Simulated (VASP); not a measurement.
# TePbI6 (R-3) in VASP: a series of runs

The runs below take TePbI6 through single point, with PBEsol, r2SCAN+rVV10.

Everything below comes from runs of VASP 6.6.1. Logs are shortened: lines on timing, memory, paths and dates and some standing lists are left out, and cuts for length are marked.

## 1. The cell of the first run

The structure is trigonal, space group R-3 (No. 148). Conventional cell: a = 9.475 Å, b = 9.475 Å, c = 11.810 Å, α = 90.00°, β = 90.00°, γ = 120.00°. Within 4.2 Å of Te (site symmetry -3) lie 6 I at 3.23 Å. Pb (site symmetry -3) has 6 I at 3.19 Å within 4.2 Å. I (site symmetry 1) has 2 Pb at 3.19 to 4.40 Å and 2 Te at 3.23 to 4.61 Å and 10 I at 3.23 to 4.73 Å within 4.8 Å.

## 2. Single point, PBEsol

The input, INCAR:

```
PREC     = Accurate       # precision mode
ENCUT    = 520            # plane-wave cutoff, eV
EDIFF    = 1E-6           # SCF threshold, eV
ISMEAR   = -1             # smearing method
SIGMA    = 0.03           # smearing width, eV
LREAL    = False          # projectors in reciprocal space
LASPH    = True           # aspherical terms in the spheres
NELM     = 80             # most SCF steps
ALGO     = Normal         # electronic algorithm
ISIF     = 2              # what is computed and relaxed
LWAVE    = False          # write WAVECAR
LCHARG   = True           # write CHGCAR
GGA      = PS             # functional
LELF     = True           # ELF
LVHAR    = True         
NBANDS   = 41             # bands
```

The input, KPOINTS:

```
Automatic mesh
0
Gamma
  4 4 4
```

The input, POSCAR:

```
TePbI6
1.0
    4.7373267108      2.7350968517      3.9367177522
   -4.7373267108      2.7350968517      3.9367177522
    0.0000000000     -5.4701937035      3.9367177522
Te Pb I
1 1 6
Direct
    0.0000000000      0.0000000000      0.0000000000
    0.5000000000      0.5000000000      0.5000000000
    0.6145002944      0.2703197023      0.1024752006
    0.2703197023      0.1024752006      0.6145002944
    0.8975247994      0.3854997056      0.7296802977
    0.7296802977      0.8975247994      0.3854997056
    0.3854997056      0.7296802977      0.8975247994
    0.1024752006      0.6145002944      0.2703197023
```

Potentials or basis: VASP PAW PBE potentials, release 64 (Te, Pb_d, I).

The run is started by

```console
> cat potpaw_PBE.64/Te/POTCAR potpaw_PBE.64/Pb_d/POTCAR potpaw_PBE.64/I/POTCAR > POTCAR
> mpirun -np 1 vasp_std > vasp.out
```

OUTCAR:

```text
PREC = Accurate
   ENCUT = 520
   EDIFF = 1E-6
   ISMEAR = -1
   LREAL = False
   LASPH = True
   NELM = 80
   ISIF = 2
   GGA = PS

 ion  position               nearest neighbor table
   1  0.000  0.000  0.000-   3 3.23   7 3.23   5 3.23   8 3.23   4 3.23   6 3.23
   2  0.500  0.500  0.500-   4 3.19   6 3.19   5 3.19   8 3.19   7 3.19   3 3.19
   3  0.615  0.270  0.102-   2 3.19   1 3.23   6 3.23   5 3.23
   4  0.270  0.102  0.615-   2 3.19   1 3.23   5 3.23   7 3.23
   5  0.898  0.385  0.730-   2 3.19   1 3.23   4 3.23   3 3.23
   6  0.730  0.898  0.385-   2 3.19   1 3.23   8 3.23   3 3.23
   7  0.385  0.730  0.898-   2 3.19   1 3.23   4 3.23   8 3.23
   8  0.102  0.615  0.270-   2 3.19   1 3.23   6 3.23   7 3.23

  LATTYP: Found a trigonal (rhomboedric) cell.
 ALAT       =     6.7394929938
 COS(alpha) =     0.0118059895

  Lattice vectors:

 A1 = (   4.7373267108,   2.7350968517,   3.9367177522)
 A2 = (  -4.7373267108,   2.7350968517,   3.9367177522)
 A3 = (   0.0000000000,  -5.4701937035,   3.9367177522)

Analysis of symmetry for initial positions (statically):
=====================================================================
 Subroutine PRICEL returns:
 Original cell was already a primitive cell.

 Routine SETGRP: Setting up the symmetry group for a
 trigonal (rhombohedral) supercell.

 Subroutine GETGRP returns: Found  6 space group operations
 (whereof  6 operations were pure point group operations)
 out of a pool of 12 trial point group operations.

The static configuration has the point symmetry S_6 .

Analysis of symmetry for dynamics (positions and initial velocities):
=====================================================================
 Subroutine PRICEL returns:
 Original cell was already a primitive cell.

 Routine SETGRP: Setting up the symmetry group for a
 trigonal (rhombohedral) supercell.

 Subroutine GETGRP returns: Found  6 space group operations
 (whereof  6 operations were pure point group operations)
 out of a pool of 12 trial point group operations.

The dynamic configuration has the point symmetry S_6 .

 Subroutine INISYM returns: Found  6 space group operations
 (whereof  6 operations are pure point group operations),
 and found     1 'primitive' translations

----------------------------------------------------------------------------------------

                                     Primitive cell

  volume of cell :     306.0494

  direct lattice vectors                    reciprocal lattice vectors
     4.737326711  2.735096852  3.936717752     0.105544758  0.060936294  0.084672906
    -4.737326711  2.735096852  3.936717752    -0.105544758  0.060936294  0.084672906
     0.000000000 -5.470193703  3.936717752     0.000000000 -0.121872589  0.084672906

  length of vectors
     6.739492994  6.739492994  6.739492994     0.148399558  0.148399558  0.148399558

  position of ions in fractional coordinates (direct lattice)
     0.000000000  0.000000000  0.000000000
     0.500000000  0.500000000  0.500000000
     0.614500294  0.270319702  0.102475201
     0.270319702  0.102475201  0.614500294
     0.897524799  0.385499706  0.729680298
     0.729680298  0.897524799  0.385499706
     0.385499706  0.729680298  0.897524799
     0.102475201  0.614500294  0.270319702

  ion indices of the primitive-cell ions
   primitive index   ion index
                 1           1
                 2           2
                 3           3
                 4           4
                 5           5
                 6           6
                 7           7
                 8           8

----------------------------------------------------------------------------------------

 KPOINTS: Automatic mesh

Automatic generation of k-mesh.
 Grid dimensions read from file:
 generate k-points for:    4    4    4

 Generating k-lattice:

  Cartesian coordinates                     Fractional coordinates (reciprocal lattice)
     0.026386189  0.015234074  0.021168227     0.250000000  0.000000000  0.000000000
    -0.026386189  0.015234074  0.021168227     0.000000000  0.250000000  0.000000000
     0.000000000 -0.030468147  0.021168227     0.000000000  0.000000000  0.250000000

  Length of vectors
     0.037099890  0.037099890  0.037099890

  Shift w.r.t. Gamma in fractional coordinates (k-lattice)
     0.000000000  0.000000000  0.000000000

 Subroutine IBZKPT returns following result:
 ===========================================

 Found     14 irreducible k-points:

 Following reciprocal coordinates:
            Coordinates               Weight
  0.000000  0.000000  0.000000      1.000000
  0.250000  0.000000 -0.000000      6.000000
  0.500000  0.000000 -0.000000      3.000000
  0.250000  0.250000 -0.000000      6.000000
  0.500000  0.250000  0.000000      6.000000
  0.500000  0.000000 -0.250000      6.000000
 -0.250000  0.250000  0.000000      6.000000
  0.500000  0.500000 -0.000000      3.000000
  0.250000  0.250000  0.250000      2.000000
  0.500000  0.250000  0.250000      6.000000
 -0.250000  0.250000  0.250000      6.000000
  0.500000  0.500000  0.250000      6.000000
 -0.250000  0.500000  0.250000      6.000000
  0.500000  0.500000  0.500000      1.000000
   k-points           NKPTS =     14   k-points in BZ     NKDIM =     14   number of bands    NBANDS=     41
   number of dos      NEDOS =    301   number of ions     NIONS =      8
   total plane-waves  NPLWV = 125000
   dimension x,y,z NGX =    50 NGY =   50 NGZ =   50
   dimension x,y,z NGXF=   100 NGYF=  100 NGZF=  100
   ions per type =               1   1   6
   NGX,Y,Z   is equivalent  to a cutoff of  12.33, 12.33, 12.33 a.u.
   NGXF,Y,Z  is equivalent  to a cutoff of  24.67, 24.67, 24.67 a.u.
 SYSTEM =  unknown system
   PREC   = accura    normal or accurate (medium, high low for compatibility)
   ISTART =      0    job   : 0-new  1-cont  2-samecut
   ICHARG =      2    charge: 1-file 2-atom 10-const
   ISPIN  =      1    spin polarized calculation?
   LNONCOLLINEAR =      F non collinear calculations
   LSORBIT =      F    spin-orbit coupling
   LASPH  =      T    aspherical Exc in radial PAW
   ENCUT  =  520.0 eV  38.22 Ry    6.18 a.u.  12.53 12.53 12.53*2*pi/ulx,y,z
   NELM   =     80;   NELMIN=  2; NELMDL= -5     # of ELM steps
   EDIFF  = 0.1E-05   stopping-criterion for ELM
   LREAL  =      F    real-space projection
   EDIFFG = 0.1E-04   stopping-criterion for IOM
   NSW    =      0    number of steps for IOM
   IBRION =     -1    ionic relax: 0-MD 1-quasi-New 2-CG
   NFREE  =      0    steps in history (QN), initial steepest desc. (CG)
   ISIF   =      2    stress and relaxation
   ISYM   =      2    0-nonsym 1-usesym 2-fastsym
   POTIM  = 0.5000    time-step for ionic-motion
   TEBEG  =    0.0;   TEEND  =   0.0 temperature during run
   PSTRESS=    0.0 pullay stress
   NELECT =      62.0000    total number of electrons
   NUPDOWN=      -1.0000    fix difference up-down
   EMIN   =  10.00;   EMAX   =-10.00  energy-range for DOS
   EFERMI =   0.00;   METHOD = LEGACY
   ISMEAR =    -1;   SIGMA  =   0.03  broadening in eV -4-tet -1-fermi 0-gaus
   EFERMI_NEDOS =   21; number of points for ismear=-14 and -15
   IALGO  =     38    algorithm
   IMIX   =      4    mixing-type and parameters
     AMIX     =   0.40;   BMIX     =  1.00
     AMIX_MAG =   1.60;   BMIX_MAG =  1.00
  volume/ion in A,a.u.               =      38.26       258.17
  Fermi-wavevector in a.u.,A,eV,Ry     =   0.961483  1.816939 12.577896  0.924449
  Thomas-Fermi vector in A             =   2.090859
   LORBIT       =      0    0 simple, 1 ext, 2 COOP (PROOUT), +10 PAW based schemes
   GGA     = PS    functional components
   LHFCALC =     F    Hartree Fock is set to
   AEXX    =    0.0000 exact exchange contribution
   IVDW    =     0    specifies the selected vdW correction
   LEPSILON=     F    determine dielectric tensor
   LRPA    =     F    only Hartree local field effects (RPA)
 non-spin polarized calculation
  energy-cutoff  :      520.00
  volume of cell :      306.05
 maximum number of plane-waves:      8289
   NGX = 25   NGY = 25   NGZ = 25

 number of electron      62.0000009 magnetization

 Free energy of the ion-electron system (eV)
  ---------------------------------------------------
  ext. energy  EPLUGINS =         0.00000000
  ---------------------------------------------------
  free energy    TOTEN  =       -17.99070220 eV

  energy without entropy =      -17.98717875  energy(sigma->0) =      -17.98894048

 E-fermi :   3.7010     XC(G=0):  -8.7141

 val. band max:        3.6486105314   @ k =   0.5000   0.0000  -0.0000
 cond. band min:       4.0703225692   @ k =   0.5000   0.2500   0.2500
 fundamental gap:      0.4217120378
 Fermi energy:         3.7010429853

 k-point     1 :       0.0000    0.0000    0.0000
  band No.  band energies     occupation
      1     -12.9100      2.00000
      2     -12.9100      2.00000
      3     -12.8670      2.00000
      4     -12.8670      2.00000
      5     -12.8543      2.00000
      6      -9.7529      2.00000
[... 33 lines left out ...]
     40      10.5583      0.00000
     41      10.5918      0.00000

 k-point     2 :       0.2500    0.0000   -0.0000
  band No.  band energies     occupation
      1     -12.9105      2.00000
      2     -12.9097      2.00000
      3     -12.8670      2.00000
      4     -12.8669      2.00000
      5     -12.8543      2.00000
      6      -9.6454      2.00000
[... 33 lines left out ...]
     40      10.0727      0.00000
     41      10.6050      0.00000

 k-point     3 :       0.5000    0.0000   -0.0000
  band No.  band energies     occupation
      1     -12.9111      2.00000
      2     -12.9093      2.00000
      3     -12.8670      2.00000
      4     -12.8667      2.00000
      5     -12.8544      2.00000
      6      -9.4223      2.00000
[... 435 lines left out ...]
      2     -12.9100      2.00000
      3     -12.8668      2.00000
      4     -12.8666      2.00000
      5     -12.8544      2.00000
      6      -9.2832      2.00000
[... 33 lines left out ...]
     40       9.6799      0.00000
     41       9.7725      0.00000

 k-point    14 :       0.5000    0.5000    0.5000
  band No.  band energies     occupation
      1     -12.9107      2.00000
      2     -12.9107      2.00000
      3     -12.8665      2.00000
      4     -12.8665      2.00000
      5     -12.8545      2.00000
      6      -9.3961      2.00000
[... 33 lines left out ...]
     40       9.3082      0.00000
     41       9.9192      0.00000

------------------------ aborting loop because EDIFF is reached ----------------------------------------

  FORCE on cell =-STRESS in cart. coord.  units (eV):
  Direction    XX          YY          ZZ          XY          YZ          ZX
  --------------------------------------------------------------------------------------
  -------------------------------------------------------------------------------------
  Total       -0.0184490     -0.0184490     -0.0160409      0.0000001      0.0000000     -0.0000000
  in kB       -0.0965811     -0.0965811     -0.0839745      0.0000006      0.0000000     -0.0000000
  external PRESSURE =      -0.0923789 kB  Pullay stress =       0.0000000 kB

 VOLUME and BASIS-vectors are now :
 -----------------------------------------------------------------------------
  energy-cutoff  :      520.00
  volume of cell :      306.05
      direct lattice vectors                 reciprocal lattice vectors
     4.737326711  2.735096852  3.936717752     0.105544758  0.060936294  0.084672906
    -4.737326711  2.735096852  3.936717752    -0.105544758  0.060936294  0.084672906
     0.000000000 -5.470193703  3.936717752     0.000000000 -0.121872589  0.084672906

 POSITION                                       TOTAL-FORCE (eV/Angst)
 -----------------------------------------------------------------------------------
      0.00000      0.00000      0.00000        -0.000000     -0.000000     -0.000000
      0.00000     -0.00000      5.90508        -0.000000     -0.000000     -0.000000
      1.63050      1.85951      3.88670         0.001794      0.000849      0.000827
      0.79513     -2.34181      3.88670        -0.000162     -0.001978      0.000827
      2.42563     -0.48230      7.92345         0.001632     -0.001129     -0.000827
     -0.79513      2.34181      7.92345         0.000162      0.001978     -0.000827
     -1.63050     -1.85951      7.92345        -0.001794     -0.000849     -0.000827
     -2.42563      0.48230      3.88670        -0.001632      0.001129      0.000827
 -----------------------------------------------------------------------------------
    total drift:                               -0.000000     -0.000000     -0.000000

  FREE ENERGIE OF THE ION-ELECTRON SYSTEM (eV)
  ---------------------------------------------------
  free  energy   TOTEN  =       -17.9907022008 eV

  energy  without entropy=      -17.9871787544  energy(sigma->0) =      -17.98894048
```

It took 2.4 min on 1 thread of Intel Xeon Platinum 8259CL at 2.50GHz (Skylake/Cascade Lake), shared host; peak memory 0.44 GiB.

Results:

| Quantity | Value |
| --- | --- |
| Free energy | -17.9907 eV |
| Pressure | 0.0 GPa |
| Band gap on the k mesh | zero (filled and empty bands overlap) |

Forces on the atoms (eV/Å):
```
Te   0.000  0.000  0.000
Pb   0.000  0.000  0.000
I    0.002  0.001  0.001
I    0.000 -0.002  0.001
I    0.002 -0.001 -0.001
I    0.000  0.002 -0.001
I   -0.002 -0.001 -0.001
I   -0.002  0.001  0.001
```

Caveat: the PAW data sets were made with another functional, which shifts forces and pressure a little; spin-orbit coupling is left out, which moves the levels of the heavy elements.

(Part 1 of 2 ends here.)
